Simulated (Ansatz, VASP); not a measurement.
**Two plane-wave programs on Na4F**

INCAR

```
SYSTEM = Na4F
PREC = Accurate
ENCUT = 600
EDIFF = 1E-7
ISMEAR = 0
SIGMA = 0.1
LREAL = .FALSE.
LASPH = .TRUE.
NELM = 60
ALGO = Normal
ISIF = 3
LWAVE = .FALSE.
LCHARG = .FALSE.
GGA = PE
IBRION = 2
NSW = 90
EDIFFG = -0.04
```

File KPOINTS:

```
Automatic mesh
0
G
  4 4 4
  0 0 0
```

The input POSCAR:

```
Na4F
1.0
   -2.8385054200      2.8385054200      2.8385054200
    2.8385054200     -2.8385054200      2.8385054200
    2.8385054200      2.8385054200     -2.8385054200
Na F
4 1
Direct
    0.5000000000      0.5000000000      0.5000000000
    0.0000000000      0.0000000000      0.5000000000
    0.0000000000      0.5000000000      0.0000000000
    0.5000000000      0.0000000000      0.0000000000
    0.0000000000      0.0000000000      0.0000000000
```

Input for Ansatz:

```yaml
crystal:
  lattice:
    - [-2.83850542, 2.83850542, 2.83850542]
    - [2.83850542, -2.83850542, 2.83850542]
    - [2.83850542, 2.83850542, -2.83850542]
  atoms:
    - { symbol: Na, position: [0.5, 0.5, 0.5] }
    - { symbol: Na, position: [0.0, 0.0, 0.5] }
    - { symbol: Na, position: [0.0, 0.5, 0.0] }
    - { symbol: Na, position: [0.5, 0.0, 0.0] }
    - { symbol: F, position: [0.0, 0.0, 0.0] }
basis:
  ecutwfc: 420
kpoints:
  mp_grid: { grid: [4, 4, 4] }
hamiltonian:
  xc: pbe
scf:
  occupations: { method: gaussian, width: 0.1 }
  lower_state_search: "off"
output:
  forces: true
  stress: true
  eigenvalues: true
relax:
  adjacent_minimum: "off"
  f_tol: 0.04
  max_steps: 70
  cell: { stress_tol: 0.4 }
```

Alike in both runs: task relaxation of cell and atoms; functional PBE; k mesh 4 × 4 × 4; occupations gaussian, width 0.1 eV; no spin polarisation.

```csv
,VASP,Ansatz
version,VASP 6.6.1,Ansatz 0.2.0
potentials or method,"VASP PAW PBE potentials, release 64 (Na_pv, F), cutoff 600 eV","scalar-relativistic, plane waves, PAW"
valence electrons in the cell,35,43
```

Ansatz gave:

- gap on the k mesh at the Fermi level, each at its own relaxed structure (eV): none
- relaxed volume (Å³/atom): 25.83
- relaxed cell length with the largest relative difference (Å): 5.515

Question: Which values does VASP return?

Answer: gap on the k mesh at the Fermi level, each at its own relaxed structure (eV): none; relaxed volume (Å³/atom): 25.12; relaxed cell length with the largest relative difference (Å): 5.464.

A gap of «none» marks a metal or a gap that the smearing closes. VASP's potentials hold 35 valence electrons a cell and Ansatz's 43, so a difference there can come from the potentials and not from the codes.

The k mesh is coarse, so the values compare programs but aren't converged. Noted on VASP's run: the volume moved by over 15 % at a fixed basis, so the end points are rough.
